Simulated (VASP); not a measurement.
# C (Fd-3m) in VASP: single point with LDA

Aim: the single point of C with LDA.

Program: VASP 6.6.1. These are calculated values, not measurements. Logs are shortened: lines on timing, memory, paths and dates and some standing lists are left out, and cuts for length are marked.

## (1) The cell of the first run

It takes space group Fd-3m (No. 227, cubic). The conventional cell has a = 3.531 Å, b = 3.531 Å, c = 3.531 Å, α = 90.00°, β = 90.00°, γ = 90.00°. C (site symmetry -43m) has 4 C at 1.53 Å within 2.0 Å.

## (2) Single point, LDA

File INCAR:

```
PREC = Accurate ; ENCUT = 1300
EDIFF = 1E-6 ; ISMEAR = 0
SIGMA = 0.02 ; LREAL = False
LASPH = True ; NELM = 120
ALGO = Normal ; ISIF = 2
LWAVE = False ; LCHARG = False
NBANDS = 11 ; GGA_COMPAT = False
```

File KPOINTS:

```
regular mesh
0
Gamma
  12 12 12
```

File POSCAR:

```
C
1.0
    0.0000000000      1.7657234628      1.7657234628
    1.7657234628      0.0000000000      1.7657234628
    1.7657234628      1.7657234628      0.0000000000
C
2
Direct
    0.0000000000      0.0000000000      0.0000000000
    0.2500000000      0.2500000000      0.2500000000
```

Potentials or basis: VASP PAW LDA potentials, release 64 (C_h).

Command:

```sh
$ cat potpaw_LDA.64/C_h/POTCAR > POTCAR
$ mpirun -np 1 vasp_std > vasp.out
```

OUTCAR:

```text
PREC = Accurate
   ENCUT = 1300
   EDIFF = 1E-6
   ISMEAR = 0
   LREAL = False
   LASPH = True
   NELM = 120
   ISIF = 2

 ion  position               nearest neighbor table
   1  0.000  0.000  0.000-
   2  0.250  0.250  0.250-

  LATTYP: Found a face centered cubic cell.
 ALAT       =     3.5314469256

  Lattice vectors:

 A1 = (   0.0000000000,   1.7657234628,   1.7657234628)
 A2 = (   1.7657234628,   0.0000000000,   1.7657234628)
 A3 = (   1.7657234628,   1.7657234628,   0.0000000000)

Analysis of symmetry for initial positions (statically):
=====================================================================
 Subroutine PRICEL returns:
 Original cell was already a primitive cell.

 Routine SETGRP: Setting up the symmetry group for a
 face centered cubic supercell.

 Subroutine GETGRP returns: Found 48 space group operations
 (whereof 24 operations were pure point group operations)
 out of a pool of 48 trial point group operations.

The static configuration has the point symmetry T_d .
 The point group associated with its full space group is O_h .

Analysis of symmetry for dynamics (positions and initial velocities):
=====================================================================
 Subroutine PRICEL returns:
 Original cell was already a primitive cell.

 Routine SETGRP: Setting up the symmetry group for a
 face centered cubic supercell.

 Subroutine GETGRP returns: Found 48 space group operations
 (whereof 24 operations were pure point group operations)
 out of a pool of 48 trial point group operations.

The dynamic configuration has the point symmetry T_d .
 The point group associated with its full space group is O_h .

 Subroutine INISYM returns: Found 48 space group operations
 (whereof 24 operations are pure point group operations),
 and found     1 'primitive' translations

----------------------------------------------------------------------------------------

                                     Primitive cell

  volume of cell :      11.0103

  direct lattice vectors                    reciprocal lattice vectors
     0.000000000  1.765723463  1.765723463    -0.283170049  0.283170049  0.283170049
     1.765723463  0.000000000  1.765723463     0.283170049 -0.283170049  0.283170049
     1.765723463  1.765723463  0.000000000     0.283170049  0.283170049 -0.283170049

  length of vectors
     2.497110068  2.497110068  2.497110068     0.490464913  0.490464913  0.490464913

  position of ions in fractional coordinates (direct lattice)
     0.000000000  0.000000000  0.000000000
     0.250000000  0.250000000  0.250000000

  ion indices of the primitive-cell ions
   primitive index   ion index
                 1           1
                 2           2

----------------------------------------------------------------------------------------

 KPOINTS: regular mesh

Automatic generation of k-mesh.
 Grid dimensions read from file:
 generate k-points for:   12   12   12

 Generating k-lattice:

  Cartesian coordinates                     Fractional coordinates (reciprocal lattice)
    -0.023597504  0.023597504  0.023597504     0.083333333  0.000000000  0.000000000
     0.023597504 -0.023597504  0.023597504     0.000000000  0.083333333  0.000000000
     0.023597504  0.023597504 -0.023597504     0.000000000  0.000000000  0.083333333

  Length of vectors
     0.040872076  0.040872076  0.040872076

  Shift w.r.t. Gamma in fractional coordinates (k-lattice)
     0.000000000  0.000000000  0.000000000

 Subroutine IBZKPT returns following result:
 ===========================================

 Found     72 irreducible k-points:

 Following reciprocal coordinates:
            Coordinates               Weight
  0.000000  0.000000  0.000000      1.000000
  0.083333  0.000000  0.000000      8.000000
  0.166667  0.000000  0.000000      8.000000
  0.250000  0.000000  0.000000      8.000000
  0.333333  0.000000  0.000000      8.000000
  0.416667  0.000000  0.000000      8.000000
[... 16 lines left out ...]
  0.500000  0.166667  0.000000     24.000000
 -0.416667  0.166667  0.000000     24.000000
 [... further k-points ...]
   k-points           NKPTS =     72   k-points in BZ     NKDIM =     72   number of bands    NBANDS=     11
   number of dos      NEDOS =    301   number of ions     NIONS =      2
   total plane-waves  NPLWV =  27000
   dimension x,y,z NGX =    30 NGY =   30 NGZ =   30
   dimension x,y,z NGXF=    60 NGYF=   60 NGZF=   60
   ions per type =               2
   NGX,Y,Z   is equivalent  to a cutoff of  19.97, 19.97, 19.97 a.u.
   NGXF,Y,Z  is equivalent  to a cutoff of  39.95, 39.95, 39.95 a.u.
 SYSTEM =  unknown system
   PREC   = accura    normal or accurate (medium, high low for compatibility)
   ISTART =      0    job   : 0-new  1-cont  2-samecut
   ICHARG =      2    charge: 1-file 2-atom 10-const
   ISPIN  =      1    spin polarized calculation?
   LNONCOLLINEAR =      F non collinear calculations
   LSORBIT =      F    spin-orbit coupling
   LASPH  =      T    aspherical Exc in radial PAW
   ENCUT  = 1300.0 eV  95.55 Ry    9.77 a.u.   7.34  7.34  7.34*2*pi/ulx,y,z
   NELM   =    120;   NELMIN=  2; NELMDL= -5     # of ELM steps
   EDIFF  = 0.1E-05   stopping-criterion for ELM
   LREAL  =      F    real-space projection
   EDIFFG = 0.1E-04   stopping-criterion for IOM
   NSW    =      0    number of steps for IOM
   IBRION =     -1    ionic relax: 0-MD 1-quasi-New 2-CG
   NFREE  =      0    steps in history (QN), initial steepest desc. (CG)
   ISIF   =      2    stress and relaxation
   ISYM   =      2    0-nonsym 1-usesym 2-fastsym
   POTIM  = 0.5000    time-step for ionic-motion
   TEBEG  =    0.0;   TEEND  =   0.0 temperature during run
   PSTRESS=    0.0 pullay stress
   NELECT =       8.0000    total number of electrons
   NUPDOWN=      -1.0000    fix difference up-down
   EMIN   =  10.00;   EMAX   =-10.00  energy-range for DOS
   EFERMI =   0.00;   METHOD = LEGACY
   ISMEAR =     0;   SIGMA  =   0.02  broadening in eV -4-tet -1-fermi 0-gaus
   EFERMI_NEDOS =   21; number of points for ismear=-14 and -15
   IALGO  =     38    algorithm
   IMIX   =      4    mixing-type and parameters
     AMIX     =   0.40;   BMIX     =  1.00
     AMIX_MAG =   1.60;   BMIX_MAG =  1.00
  volume/ion in A,a.u.               =       5.51        37.15
  Fermi-wavevector in a.u.,A,eV,Ry     =   1.471766  2.781235 29.471519  2.166096
  Thomas-Fermi vector in A             =   2.586862
   LORBIT       =      0    0 simple, 1 ext, 2 COOP (PROOUT), +10 PAW based schemes
   GGA     = CA    functional components
   LHFCALC =     F    Hartree Fock is set to
   AEXX    =    0.0000 exact exchange contribution
   IVDW    =     0    specifies the selected vdW correction
   LEPSILON=     F    determine dielectric tensor
   LRPA    =     F    only Hartree local field effects (RPA)
 non-spin polarized calculation
 Gauss-broadening in eV      SIGMA  =   0.02
  energy-cutoff  :     1300.00
  volume of cell :       11.01
 maximum number of plane-waves:      1211
 NGX is ok and might be reduce to    30
   NGX = 15   NGY = 15   NGZ = 15

 number of electron       8.0000000 magnetization

 Free energy of the ion-electron system (eV)
  ---------------------------------------------------
  ext. energy  EPLUGINS =         0.00000000
  ---------------------------------------------------
  free energy    TOTEN  =       -20.26744846 eV

  energy without entropy =      -20.26744846  energy(sigma->0) =      -20.26744846

 E-fermi :  11.5950     XC(G=0): -13.7985

 val. band max:       11.3416237277   @ k =   0.0000   0.0000   0.0000
 cond. band min:      15.5412712406   @ k =   0.3333   0.3333   0.0000
 fundamental gap:      4.1996475129
 Fermi energy:        11.5949937634

 k-point     1 :       0.0000    0.0000    0.0000
  band No.  band energies     occupation
      1     -10.3797      2.00000
      2      11.3416      2.00000
      3      11.3416      2.00000
      4      11.3416      2.00000
      5      16.9689      0.00000
      6      16.9689      0.00000
      7      16.9689      0.00000
      8      25.5779      0.00000
      9      30.7432      0.00000
     10      38.2970      0.00000
     11      38.2970      0.00000

 k-point     2 :       0.0833    0.0000    0.0000
  band No.  band energies     occupation
      1     -10.1838      2.00000
      2      10.0997      2.00000
      3      11.0089      2.00000
      4      11.0089      2.00000
      5      17.4036      0.00000
      6      17.4036      0.00000
      7      17.7225      0.00000
      8      25.6862      0.00000
      9      31.0548      0.00000
     10      35.9767      0.00000
     11      35.9767      0.00000

 k-point     3 :       0.1667    0.0000    0.0000
  band No.  band energies     occupation
      1      -9.5981      2.00000
      2       7.5384      2.00000
      3      10.2894      2.00000
      4      10.2894      2.00000
      5      18.3430      0.00000
      6      18.3430      0.00000
      7      18.9165      0.00000
      8      25.9918      0.00000
      9      31.7062      0.00000
     10      34.3333      0.00000
     11      34.3333      0.00000

 k-point     4 :       0.2500    0.0000    0.0000
  band No.  band energies     occupation
      1      -8.6301      2.00000
      2       4.6640      2.00000
      3       9.5499      2.00000
      4       9.5499      2.00000
      5      19.2090      0.00000
      6      19.2090      0.00000
      7      19.8115      0.00000
      8      26.4107      0.00000
      9      32.1473      0.00000
     10      33.9072      0.00000
     11      33.9072      0.00000
[... 239 lines left out ...]
 k-point    22 :       0.4167    0.1667    0.0000
  band No.  band energies     occupation
      1      -6.1141      2.00000
      2       1.4381      2.00000
      3       7.0275      2.00000
      4       7.1755      2.00000
      5      18.0809      0.00000
      6      22.4659      0.00000
      7      22.8208      0.00000
      8      24.1629      0.00000
      9      32.4631      0.00000
     10      34.1428      0.00000
     11      39.0259      0.00000

 k-point    23 :       0.5000    0.1667    0.0000
  band No.  band energies     occupation
      1      -4.4582      2.00000
      2      -0.8847      2.00000
      3       6.2883      2.00000
      4       7.2680      2.00000
      5      18.4940      0.00000
      6      22.1810      0.00000
      7      23.0065      0.00000
      8      25.7560      0.00000
      9      31.5329      0.00000
     10      35.4478      0.00000
     11      38.1824      0.00000

 k-point    24 :      -0.4167    0.1667    0.0000
  band No.  band energies     occupation
      1      -3.9837      2.00000
      2      -1.4471      2.00000
      3       5.7842      2.00000
      4       7.6591      2.00000
      5      18.9404      0.00000
      6      21.6815      0.00000
      7      22.9898      0.00000
      8      26.9407      0.00000
      9      30.8458      0.00000
     10      35.7338      0.00000
     11      36.1577      0.00000

 [... further k-points ...]

------------------------ aborting loop because EDIFF is reached ----------------------------------------

  FORCE on cell =-STRESS in cart. coord.  units (eV):
  Direction    XX          YY          ZZ          XY          YZ          ZX
  --------------------------------------------------------------------------------------
  -------------------------------------------------------------------------------------
  Total        0.0710046      0.0710046      0.0710046      0.0000000     -0.0000000      0.0000000
  in kB       10.3323535     10.3323535     10.3323535      0.0000000     -0.0000000      0.0000000
  external PRESSURE =      10.3323535 kB  Pullay stress =       0.0000000 kB

 VOLUME and BASIS-vectors are now :
 -----------------------------------------------------------------------------
  energy-cutoff  :     1300.00
  volume of cell :       11.01
      direct lattice vectors                 reciprocal lattice vectors
     0.000000000  1.765723463  1.765723463    -0.283170049  0.283170049  0.283170049
     1.765723463  0.000000000  1.765723463     0.283170049 -0.283170049  0.283170049
     1.765723463  1.765723463  0.000000000     0.283170049  0.283170049 -0.283170049

 POSITION                                       TOTAL-FORCE (eV/Angst)
 -----------------------------------------------------------------------------------
      0.00000      0.00000      0.00000         0.000000      0.000000      0.000000
      0.88286      0.88286      0.88286        -0.000000     -0.000000     -0.000000
 -----------------------------------------------------------------------------------
    total drift:                                0.000000     -0.000000      0.000000

  FREE ENERGIE OF THE ION-ELECTRON SYSTEM (eV)
  ---------------------------------------------------
  free  energy   TOTEN  =       -20.2674484586 eV

  energy  without entropy=      -20.2674484586  energy(sigma->0) =      -20.26744846
```

It took 16 s on 1 thread of AMD EPYC 7R13 (Zen 3), shared host; peak memory 0.12 GiB.

What came out:

| Quantity | Value |
| --- | --- |
| Free energy | -20.2674 eV |
| Pressure | 1.0 GPa |
| Band gap on the k mesh | 4.20 eV (least direct gap 5.63 eV) |

A k mesh can miss the band edges.
